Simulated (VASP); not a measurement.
# BiTe (Fm-3m) in VASP: a series of runs

BiTe is run at these levels: PBEsol; tasks: vibrations by perturbation theory.

Everything below comes from runs of VASP 6.6.1. Logs are shortened: lines on timing, memory, paths and dates and some standing lists are left out, and cuts for length are marked.

## (1) The cell of the first run

It takes space group Fm-3m (No. 225, cubic). Conventional cell: a = 6.444 Å, b = 6.444 Å, c = 6.444 Å, α = 90.00°, β = 90.00°, γ = 90.00°. Bi (site symmetry m-3m) has 6 Te at 3.22 Å within 4.2 Å. Within 4.2 Å of Te (site symmetry m-3m) lie 6 Bi at 3.22 Å.

## (2) Vibrations by perturbation theory, PBEsol (33.44 Å³/atom)

INCAR reads:

```
PREC = Accurate
ENCUT = 520
EDIFF = 1E-8
ISMEAR = -1
SIGMA = 0.15
LREAL = False
LASPH = True
NELM = 100
ALGO = Normal
ISIF = 2
LWAVE = False
LCHARG = True
GGA = PS
IBRION = 8
NSW = 1
```

KPOINTS reads:

```
Automatic mesh
0
Gamma
  12 12 12
```

POSCAR reads:

```
BiTe
1.0
    0.0000000000      3.2217742655      3.2217742655
    3.2217742655      0.0000000000      3.2217742655
    3.2217742655      3.2217742655      0.0000000000
Bi Te
1 1
Direct
    0.0000000000      0.0000000000      0.0000000000
    0.5000000000      0.5000000000      0.5000000000
```

Potentials or basis: VASP PAW PBE potentials, release 64 (Bi_d, Te).

Command:

```console
cat potpaw_PBE.64/Bi_d/POTCAR potpaw_PBE.64/Te/POTCAR > POTCAR
mpirun -np 1 vasp_std > vasp.out
```

OUTCAR:

```text
PREC = Accurate
   ENCUT = 520
   EDIFF = 1E-8
   ISMEAR = -1
   LREAL = False
   LASPH = True
   NELM = 100
   ISIF = 2
   GGA = PS
   IBRION = 8
   NSW = 1

 ion  position               nearest neighbor table
   1  0.000  0.000  0.000-   2 3.22   2 3.22   2 3.22   2 3.22   2 3.22   2 3.22
   2  0.500  0.500  0.500-   1 3.22   1 3.22   1 3.22   1 3.22   1 3.22   1 3.22

  LATTYP: Found a face centered cubic cell.
 ALAT       =     6.4435485310

  Lattice vectors:

 A1 = (   0.0000000000,   3.2217742655,   3.2217742655)
 A2 = (   3.2217742655,   0.0000000000,   3.2217742655)
 A3 = (   3.2217742655,   3.2217742655,   0.0000000000)

Analysis of symmetry for initial positions (statically):
=====================================================================
 Subroutine PRICEL returns:
 Original cell was already a primitive cell.

 Routine SETGRP: Setting up the symmetry group for a
 face centered cubic supercell.

 Subroutine GETGRP returns: Found 48 space group operations
 (whereof 48 operations were pure point group operations)
 out of a pool of 48 trial point group operations.

The static configuration has the point symmetry O_h .

Analysis of symmetry for dynamics (positions and initial velocities):
=====================================================================
 Subroutine PRICEL returns:
 Original cell was already a primitive cell.

 Routine SETGRP: Setting up the symmetry group for a
 face centered cubic supercell.

 Subroutine GETGRP returns: Found 48 space group operations
 (whereof 48 operations were pure point group operations)
 out of a pool of 48 trial point group operations.

The dynamic configuration has the point symmetry O_h .

 Subroutine INISYM returns: Found 48 space group operations
 (whereof 48 operations are pure point group operations),
 and found     1 'primitive' translations

----------------------------------------------------------------------------------------

                                     Primitive cell

  volume of cell :      66.8829

  direct lattice vectors                    reciprocal lattice vectors
     0.000000000  3.221774266  3.221774266    -0.155193989  0.155193989  0.155193989
     3.221774266  0.000000000  3.221774266     0.155193989 -0.155193989  0.155193989
     3.221774266  3.221774266  0.000000000     0.155193989  0.155193989 -0.155193989

  length of vectors
     4.556276861  4.556276861  4.556276861     0.268803874  0.268803874  0.268803874

  position of ions in fractional coordinates (direct lattice)
     0.000000000  0.000000000  0.000000000
     0.500000000  0.500000000  0.500000000

  ion indices of the primitive-cell ions
   primitive index   ion index
                 1           1
                 2           2

----------------------------------------------------------------------------------------

 KPOINTS: Automatic mesh

Automatic generation of k-mesh.
 Grid dimensions read from file:
 generate k-points for:   12   12   12

 Generating k-lattice:

  Cartesian coordinates                     Fractional coordinates (reciprocal lattice)
    -0.012932832  0.012932832  0.012932832     0.083333333  0.000000000  0.000000000
     0.012932832 -0.012932832  0.012932832     0.000000000  0.083333333  0.000000000
     0.012932832  0.012932832 -0.012932832     0.000000000  0.000000000  0.083333333

  Length of vectors
     0.022400323  0.022400323  0.022400323

  Shift w.r.t. Gamma in fractional coordinates (k-lattice)
     0.000000000  0.000000000  0.000000000
[... 84 lines left out ...]
  volume of cell :       66.88
 maximum number of plane-waves:      1828
 NGX is ok and might be reduce to    36
   NGX = 17   NGY = 17   NGZ = 17

--------------------------------------- Ionic step        1  -------------------------------------------

 number of electron      21.0000003 magnetization

 Free energy of the ion-electron system (eV)
  ---------------------------------------------------
  ext. energy  EPLUGINS =         0.00000000
  ---------------------------------------------------
  free energy    TOTEN  =        -8.03441239 eV

  energy without entropy =       -7.93295254  energy(sigma->0) =       -7.98368246

 E-fermi :   6.6431     XC(G=0):  -9.6475

 val. band max:        6.6285266328   @ k =  -0.2500   0.2500   0.0000
 cond. band min:       6.6622274290   @ k =   0.3333   0.0000   0.0000
 fundamental gap:      0.0337007962
 Fermi energy:         6.6430694764

 k-point     1 :       0.0000    0.0000    0.0000
  band No.  band energies     occupation
      1     -16.4325      2.00000
      2     -16.4325      2.00000
      3     -16.4273      2.00000
      4     -16.4273      2.00000
      5     -16.4273      2.00000
      6      -6.9795      2.00000
      7      -1.4565      2.00000
      8       4.0780      2.00000
      9       4.0780      2.00000
     10       4.0780      2.00000
     11       8.8139      0.00000
     12       8.8139      0.00000
     13       8.8139      0.00000
     14      11.2568      0.00000
[... 377 lines left out ...]
      1     -16.4388      2.00000
      2     -16.4357      2.00000
      3     -16.4243      2.00000
      4     -16.4210      2.00000
      5     -16.4197      2.00000
      6      -4.9525      2.00000
      7      -4.4766      2.00000
      8       2.7512      2.00000
      9       4.0857      2.00000
     10       4.1902      2.00000
     11       6.8392      0.42570
     12       6.8409      0.42207
     13       8.5764      0.00001
     14      12.7387      0.00000

 [... further k-points ...]

------------------------ aborting loop because EDIFF is reached ----------------------------------------

  FORCE on cell =-STRESS in cart. coord.  units (eV):
  Direction    XX          YY          ZZ          XY          YZ          ZX
  --------------------------------------------------------------------------------------
  -------------------------------------------------------------------------------------
  Total       -0.4293116     -0.4293116     -0.4293116      0.0000000      0.0000000     -0.0000000
  in kB      -10.2841371    -10.2841371    -10.2841371      0.0000000      0.0000000     -0.0000000
  external PRESSURE =     -10.2841371 kB  Pullay stress =       0.0000000 kB

 VOLUME and BASIS-vectors are now :
 -----------------------------------------------------------------------------
  energy-cutoff  :      520.00
  volume of cell :       66.88
      direct lattice vectors                 reciprocal lattice vectors
     0.000000000  3.221774266  3.221774266    -0.155193989  0.155193989  0.155193989
     3.221774266  0.000000000  3.221774266     0.155193989 -0.155193989  0.155193989
     3.221774266  3.221774266  0.000000000     0.155193989  0.155193989 -0.155193989

 POSITION                                       TOTAL-FORCE (eV/Angst)
 -----------------------------------------------------------------------------------
      0.00000      0.00000      0.00000        -0.000000      0.000000     -0.000000
      3.22177      3.22177      3.22177         0.000000      0.000000      0.000000
 -----------------------------------------------------------------------------------
    total drift:                               -0.000000      0.000000      0.000000

  FREE ENERGIE OF THE ION-ELECTRON SYSTEM (eV)
  ---------------------------------------------------
  free  energy   TOTEN  =        -8.0344123877 eV

  energy  without entropy=       -7.9329525422  energy(sigma->0) =       -7.98368246

[... ionic steps 2 to 3 ...]

--------------------------------------- Ionic step        4  -------------------------------------------

------------------------ aborting loop because EDIFF is reached ----------------------------------------

[... ionic steps 5 to 6 ...]

--------------------------------------- Ionic step        7  -------------------------------------------

 Free energy of the ion-electron system (eV)
  ---------------------------------------------------
  ---------------------------------------------------
  free energy    TOTEN  =        -0.04662061 eV

  energy without entropy =       -0.04662063

------------------------ aborting loop because EDIFF is reached ----------------------------------------

 INTERNAL STRAIN TENSOR  FOR ION    2  DIRECTION 1   (eV/Angst):
 -----------------------------------------------------------------------------
     0.02081  0.00000  0.00000
    -0.00000  0.00442  0.00000
    -0.00000  0.00000  0.00442

 INTERNAL STRAIN TENSOR FOR ION    2 for displacements in x,y,z  (eV/Angst):
          X           Y           Z          XY          YZ          ZX
  --------------------------------------------------------------------------------
  x     0.00000     0.00000     0.00000     0.00000     0.00000     0.00000
  y     0.00000     0.00000     0.00000     0.00000     0.00000     0.00000
  z     0.00000     0.00000     0.00000     0.00000     0.00000     0.00000

 SECOND DERIVATIVES (NOT SYMMETRIZED)
 ------------------------------------
               1X          1Y          1Z          2X          2Y          2Z
  1X    -2.442346    0.000000    0.000000    2.442346    0.000000    0.000000
  1Y     0.000000   -2.442346    0.000000    0.000000    2.442346    0.000000
  1Z     0.000000    0.000000   -2.442346    0.000000    0.000000    2.442346
  2X     2.432196    0.000000    0.000000   -2.432196    0.000000    0.000000
  2Y     0.000000    2.432196    0.000000    0.000000   -2.432196    0.000000
  2Z     0.000000    0.000000    2.432196    0.000000    0.000000   -2.432196

 Eigenvectors and eigenvalues of the dynamical matrix
 ----------------------------------------------------

   1 f  =    2.741322 THz    17.224232 2PiTHz   91.440646 cm-1    11.337190 meV
             X         Y         Z           dx          dy          dz
      0.000000  0.000000  0.000000    -0.514958   -0.338980   -0.000000
      3.221774  3.221774  3.221774     0.657649    0.432908    0.000000
[... 21 lines left out ...]
   6 f/i=    0.002771 THz     0.017409 2PiTHz    0.092422 cm-1     0.011459 meV
             X         Y         Z           dx          dy          dz
      0.000000  0.000000  0.000000     0.556737   -0.000000    0.556737
      3.221774  3.221774  3.221774     0.435941    0.000000    0.435941

--------------------------------------------------------------------------------------------------------

 ELASTIC MODULI CONTR FROM IONIC RELAXATION (kBar)
 Direction    XX          YY          ZZ          XY          YZ          ZX
 --------------------------------------------------------------------------------
 XX           0.0000      0.0000      0.0000      0.0000      0.0000      0.0000
 YY           0.0000      0.0000      0.0000      0.0000      0.0000      0.0000
 ZZ           0.0000      0.0000      0.0000      0.0000      0.0000      0.0000
 XY           0.0000      0.0000      0.0000      0.0000      0.0000      0.0000
 YZ           0.0000      0.0000      0.0000      0.0000      0.0000      0.0000
 ZX           0.0000      0.0000      0.0000      0.0000      0.0000      0.0000
 --------------------------------------------------------------------------------
```

Wall time 5.8 min (1 thread of Intel Xeon Platinum 8559C (Emerald Rapids), shared host); peak memory 0.5 GiB.

Results:

* Highest phonon frequency at Γ, LO-TO splitting left out: 91 cm⁻¹

Phonon frequencies in cm⁻¹ (negative: imaginary):
```csv
q point,frequencies
"(0.000, 0.000, 0.000)",0 0 0 91 91 91
```

Caveat: the cell stands under pressure or tension, which shifts response properties; the PAW data sets were made with another functional, which shifts forces and pressure a little; spin-orbit coupling is left out, which moves the levels of the heavy elements.

(Continued in part 2 of 2.)
